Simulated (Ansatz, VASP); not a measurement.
# One calculation of Si, two programs

The input INCAR:

```
  PREC = Accurate
  ENCUT = 600
  EDIFF = 1E-6
  ISMEAR = 0
  SIGMA = 0.1
  LREAL = False
  LASPH = True
  NELM = 60
  ALGO = Normal
  ISIF = 3
  LWAVE = False
  LCHARG = False
  GGA = PE
  IBRION = 2
  NSW = 90
  EDIFFG = -0.04
```

File KPOINTS:

```
Automatic mesh
0
Gamma
  4 4 4
```

Contents of POSCAR:

```
Si
1.0
   -3.3318686700      3.3318686700      2.9941404200
    3.3318686700     -3.3318686700      2.9941404200
    3.3318686700      3.3318686700     -2.9941404200
Si
8
Direct
    0.7554327700      0.1131968600      0.2321106300
    0.8810862300      0.5233221400      0.7678893700
    0.1131968600      0.7554327700      0.2321106300
    0.4766778600      0.2445672300      0.3577641000
    0.8868031400      0.1189137700      0.6422359000
    0.5233221400      0.8810862300      0.7678893700
    0.2445672300      0.4766778600      0.3577641000
    0.1189137700      0.8868031400      0.6422359000
```

Input for Ansatz:

```yaml
crystal:
  lattice:
    - [-3.33186867, 3.33186867, 2.99414042]
    - [3.33186867, -3.33186867, 2.99414042]
    - [3.33186867, 3.33186867, -2.99414042]
  atoms:
    - { symbol: Si, position: [0.75543277, 0.11319686, 0.23211063] }
    - { symbol: Si, position: [0.88108623, 0.52332214, 0.76788937] }
    - { symbol: Si, position: [0.11319686, 0.75543277, 0.23211063] }
    - { symbol: Si, position: [0.47667786, 0.24456723, 0.3577641] }
    - { symbol: Si, position: [0.88680314, 0.11891377, 0.6422359] }
    - { symbol: Si, position: [0.52332214, 0.88108623, 0.76788937] }
    - { symbol: Si, position: [0.24456723, 0.47667786, 0.3577641] }
    - { symbol: Si, position: [0.11891377, 0.88680314, 0.6422359] }
basis:
  ecutwfc: 420
kpoints:
  mp_grid: { grid: [4, 4, 4] }
hamiltonian:
  xc: pbe
scf:
  occupations: { method: gaussian, width: 0.1 }
  lower_state_search: "off"
output:
  forces: true
  stress: true
  eigenvalues: true
relax:
  adjacent_minimum: "off"
  f_tol: 0.04
  max_steps: 70
  cell: { stress_tol: 0.4 }
```

Alike in both runs: task relaxation of cell and atoms; functional PBE; k mesh 4 × 4 × 4; occupations gaussian, width 0.1 eV; no spin polarisation.

```csv
,VASP,Ansatz
version,VASP 6.6.1,Ansatz 0.2.0
potentials or method,"VASP PAW PBE potentials, release 64 (Si), cutoff 600 eV","scalar-relativistic, plane waves, PAW"
valence electrons in the cell,32,32
```

|  | VASP | Ansatz | Ansatz less VASP |
| --- | --- | --- | --- |
| gap on the k mesh at the Fermi level, each at its own relaxed structure (eV) | none | none | - |
| relaxed volume (Å³/atom) | 20.66 | 20.64 | -0.017 |
| relaxed cell length with the largest relative difference (Å) | 6.006 | 6.005 | -0.0017 |

A gap of «none» marks a metal or a gap that the smearing closes.

Noted on VASP's run: the volume moved by over 15 % at a fixed basis, so the end points are rough.
